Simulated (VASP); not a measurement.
Wanted: the native input for a VASP 6.6.1 run.

```yaml
Task: single point
Functional: PBE
Potentials_or_basis: VASP PAW PBE potentials, release 64 (K_sv, I)
Cutoff: 520 eV
k_mesh: 6 × 6 × 6
Occupations: gaussian, width 0.05 eV
Spin: no spin polarisation
Dipole_correction: no
Further_INCAR_settings: ALGO = Normal; EDIFF = 1e-06; NBANDS = 15
```

The structure of KI lies in POSCAR:

```
KI
1.0
    0.0000000000      3.5396144312      3.5873258652
    3.5396144312      0.0000000000      3.5873258652
    3.5396144312      3.5396144312      0.0000000000
K I
1 1
Direct
   -0.0177848354     -0.0177848354      0.0177848354
    0.5054793722      0.5054793722      0.4945206278
```

The input as run:

INCAR

```
PREC = Accurate
ENCUT = 520
EDIFF = 1E-6
ISMEAR = 0
SIGMA = 0.05
LREAL = F
LASPH = T
NELM = 100
ALGO = Normal
ISIF = 2
LWAVE = F
LCHARG = F
GGA = PE
NBANDS = 15
```

KPOINTS

```
Automatic mesh
0
Gamma
  6 6 6
```

Potentials or basis: VASP PAW PBE potentials, release 64 (K_sv, I).

Launch:

```bash
$ cat potpaw_PBE.64/K_sv/POTCAR potpaw_PBE.64/I/POTCAR > POTCAR
$ mpirun -np 1 vasp_std > vasp.out
```

It gave:

- Pressure: 0.5 GPa
- Largest force: 0.153 eV/Å
- Band gap on the k mesh: 3.92 eV, direct

Caveat: spin-orbit coupling is left out, which moves the levels of the heavy elements.

It took 60 s on 1 thread of Intel Xeon 8259CL, on a shared host, peak memory 0.25 GiB.
